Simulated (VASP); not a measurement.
A run of VASP 6.6.1 is set up as follows.

File INCAR:

```
SYSTEM = Fe3Co
PREC = Accurate
ENCUT = 520
EDIFF = 1E-6
ISMEAR = 0
SIGMA = 0.1
LREAL = .False.
LASPH = .True.
NELM = 150
ALGO = Normal
ISIF = 2
LWAVE = .False.
LCHARG = .False.
ISPIN = 2
MAGMOM = 2.48 2.8 2.8 1.97
LORBIT = 11
LMAXMIX = 4
GGA = PS
NBANDS = 28
```

Contents of KPOINTS:

```
Automatic mesh
0
Gamma
  10 10 16
  0 0 0
```

POSCAR

```
Fe3Co
1.0
    4.0451825080      0.0000000000      0.0000000000
    0.0000000000      4.0451825080      0.0000000000
    0.0000000000      0.0000000000      2.8458604713
Fe Co
3 1
Direct
    0.5000000000      0.5000000000      0.0000000000
    0.5000000000      0.0000000000      0.5000000000
    0.0000000000      0.5000000000      0.5000000000
    0.0000000000      0.0000000000      0.0000000000
```

Potentials or basis: VASP PAW PBE potentials, release 64 (Fe, Co).

Command:

```bash
$ cat potpaw_PBE.64/Fe/POTCAR potpaw_PBE.64/Co/POTCAR > POTCAR
$ mpirun -np 1 vasp_std > vasp.out
```

(1) Predict the net moment.

(2) What does it give for the site moments?

(3) What does it give for the pressure?

Answers

(1) 9.33 μB per cell.

(2) Fe +2.39, +2.60 (each value once); Co +1.74 μB.

(3) -10.7 GPa.

Caveat: the cell stands under tension; the PAW data sets were made with another functional, which shifts forces and pressure a little.
